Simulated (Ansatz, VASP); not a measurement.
O: VASP beside Ansatz

The input INCAR:

```
ALGO     = Normal         # electronic algorithm
EDIFF    = 1E-6           # SCF threshold, eV
EDIFFG   = -0.04          # ionic threshold
ENCUT    = 600            # plane-wave cutoff, eV
GGA      = PE             # functional
IBRION   = 2              # ionic algorithm
ISIF     = 3              # what is computed and relaxed
ISMEAR   = 0              # smearing method
LASPH    = True           # aspherical terms in the spheres
LCHARG   = False          # write CHGCAR
LREAL    = False          # projectors in reciprocal space
LWAVE    = False          # write WAVECAR
NELM     = 60             # most SCF steps
NSW      = 90             # ionic steps
PREC     = Accurate       # precision mode
SIGMA    = 0.1            # smearing width, eV
```

The input KPOINTS:

```
k-points
0
Gamma
  6 6 4
```

Contents of POSCAR:

```
O
1.0
    2.7015000000     -1.7145000000      0.0000000000
    2.7015000000      1.7145000000      0.0000000000
   -1.9649900000      0.0000000000      3.7479900000
O
2
Direct
    0.0640000000      0.0640000000      0.1530000000
    0.9360000000      0.9360000000      0.8470000000
```

Input for Ansatz:

```yaml
crystal:
  lattice:
    - [2.7015, -1.7145, 0.0]
    - [2.7015, 1.7145, 0.0]
    - [-1.96499, 0.0, 3.74799]
  atoms:
    - { symbol: O, position: [0.064, 0.064, 0.153] }
    - { symbol: O, position: [0.936, 0.936, 0.847] }
basis:
  ecutwfc: 420
kpoints:
  mp_grid: { grid: [6, 6, 4] }
hamiltonian:
  xc: pbe
scf:
  occupations: { method: gaussian, width: 0.1 }
  lower_state_search: "off"
output:
  forces: true
  stress: true
  eigenvalues: true
relax:
  adjacent_minimum: "off"
  f_tol: 0.04
  max_steps: 70
  cell: { stress_tol: 0.4 }
```

Alike in both runs: task relaxation of cell and atoms; functional PBE; k mesh 6 × 6 × 4; occupations gaussian, width 0.1 eV; no spin polarisation.

|  | VASP | Ansatz |
| --- | --- | --- |
| version | VASP 6.6.1 | Ansatz 0.2.0 |
| potentials or method | VASP PAW PBE potentials, release 64 (O), cutoff 600 eV | scalar-relativistic, plane waves, PAW |
| valence electrons in the cell | 12 | 12 |

```tsv
	VASP	Ansatz	Ansatz less VASP
relaxed volume (Å³/atom)	12.54	12.43	-0.106
relaxed cell length with the largest relative difference (Å)	4.614	4.558	-0.0567
```

The k mesh is coarse, so the values compare programs but aren't converged. Noted on VASP's run: the standard files for N, O and F lose accuracy on very short bonds; spin is off for a triplet molecule; the volume moved by over 15 % at a fixed basis, so the end points are rough.
